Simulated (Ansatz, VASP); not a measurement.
# One calculation of LuBr, two programs

File POSCAR:

```
LuBr
1.0
    3.6068742112      0.0000000000      0.0000000000
   -1.8034371056      3.1236446952      0.0000000000
    0.0000000000      0.0000000000      9.8717490000
Lu Br
2 2
Direct
    0.6666666667      0.3333333333      0.8309900000
    0.3333333333      0.6666666667      0.3309900000
    0.6666666667      0.3333333333      0.5440110000
    0.3333333333      0.6666666667      0.0440110000
```

The input INCAR.step1:

```
PREC     = Accurate       # precision mode
ENCUT    = 520            # plane-wave cutoff, eV
ISMEAR   = -1             # smearing method
SIGMA    = 0.05           # smearing width, eV
LREAL    = False          # projectors in reciprocal space
LASPH    = True           # aspherical terms in the spheres
NELM     = 100            # most SCF steps
NBANDS   = 40             # bands
GGA      = PE             # functional
ALGO     = Normal         # electronic algorithm
EDIFF    = 1E-4           # SCF threshold, eV
LWAVE    = True           # write WAVECAR
LCHARG   = False          # write CHGCAR
```

The input INCAR.step2:

```
PREC     = Accurate       # precision mode
ENCUT    = 520            # plane-wave cutoff, eV
EDIFF    = 1E-6           # SCF threshold, eV
ISMEAR   = -1             # smearing method
SIGMA    = 0.05           # smearing width, eV
LREAL    = False          # projectors in reciprocal space
LASPH    = True           # aspherical terms in the spheres
NELM     = 100            # most SCF steps
ALGO     = Normal         # electronic algorithm
ISIF     = 2              # what is computed and relaxed
LWAVE    = False          # write WAVECAR
LCHARG   = True           # write CHGCAR
METAGGA  = R2SCAN         # meta-GGA
LMIXTAU  = True         
LELF     = True           # ELF
LVHAR    = True         
NBANDS   = 40             # bands
ISTART   = 1
```

File KPOINTS:

```
regular mesh
0
Gamma
  9 9 3
```

The input input.yaml:

```yaml
crystal:
  lattice:
    - [3.6068742112, 0.0, 0.0]
    - [-1.8034371056, 3.1236446952, 0.0]
    - [0.0, 0.0, 9.871749]
  atoms:
    - { symbol: Lu, position: [0.6666666667, 0.3333333333, 0.83099] }
    - { symbol: Lu, position: [0.3333333333, 0.6666666667, 0.33099] }
    - { symbol: Br, position: [0.6666666667, 0.3333333333, 0.544011] }
    - { symbol: Br, position: [0.3333333333, 0.6666666667, 0.044011] }
hamiltonian:
  xc: r2scan
  pseudopotentials: { kind: paw }
kpoints:
  mp_grid: { grid: [9, 9, 3] }
  band_path:
    path:
      - [[0.0, 0.0, 0.0], [0.5, 0.0, 0.0], [0.3333333333, 0.3333333333, 0.0], [0.0, 0.0, 0.0], [0.0, 0.0, 0.5], [0.5, 0.0, 0.5], [0.3333333333, 0.3333333333, 0.5], [0.0, 0.0, 0.5]]
      - [[0.5, 0.0, 0.5], [0.5, 0.0, 0.0]]
      - [[0.3333333333, 0.3333333333, 0.0], [0.3333333333, 0.3333333333, 0.5]]
    npoints: 14
scf:
  occupations: { method: fermi_dirac, width: 0.05 }
  n_extra_bands: 10
output:
  forces: true
  stress: true
  eigenvalues: true
  fatbands: true
```

Alike in both runs: functional r2SCAN; k mesh 9 × 9 × 3; occupations fermi-dirac, width 0.05 eV; no spin polarisation.

```csv
,VASP,Ansatz
version,VASP 6.6.1,Ansatz 0.2.0
potentials or method,"VASP PAW PBE potentials, release 64 (Lu, Br)",Ansatz PAW
plane-wave cutoff (eV),520,500
valence electrons in the cell,64,64
task,single point,band structure
```

```tsv
	VASP	Ansatz	Ansatz less VASP
gap on the k mesh at the Fermi level (eV)	none	none	-
pressure (GPa)	-0.5	-0.7	-0.18
traceless stress, the component that is largest in VASP (GPa)	-0.06	-0.14	-0.079
rms of the force components (eV/Å)	0.016	0.022	+0.0058
```

VASP's potentials were made for PBE, not for r2SCAN. Atom by atom the forces differ by 0.006 eV/Å (rms over components). A gap of «none» marks a metal or a gap that the smearing closes.

Spin-orbit coupling is off throughout.
